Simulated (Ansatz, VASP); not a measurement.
# MoH3 in VASP and in Ansatz

```xyz
8
Lattice="4.7160 0.0000 0.0000 -2.3580 4.0842 0.0000 0.0000 0.0000 2.8458" Properties=species:S:1:pos:R:3 pbc="T T T"
H     1.3422    0.0000    0.0000
H    -0.6711    1.1624    0.0000
H     1.6869    2.9218    0.0000
H     3.3738    0.0000    1.4229
H    -1.6869    2.9218    1.4229
H     0.6711    1.1624    1.4229
Mo    0.0000    2.7228    0.7115
Mo    2.3580    1.3614    2.1344
```

Alike in both runs: functional PBE; k mesh 6 × 6 × 12; occupations gaussian, width 0.1 eV; no spin polarisation.

Ansatz relaxed the structure, and its values are those at the end. VASP's run is a single point on that final structure, the one shown.

|  | VASP | Ansatz |
| --- | --- | --- |
| version | VASP 6.6.1 | Ansatz 0.2.0 |
| potentials or method | VASP PAW PBE potentials, release 64 (H, Mo_sv), cutoff 520 eV | scalar-relativistic, plane waves, PAW |
| valence electrons in the cell | 34 | 34 |

```tsv
	VASP	Ansatz	Ansatz less VASP
gap on the k mesh at the Fermi level (eV)	none	none	-
pressure (GPa)	0.0	0.0	-0.05
```

A gap of «none» marks a metal or a gap that the smearing closes.
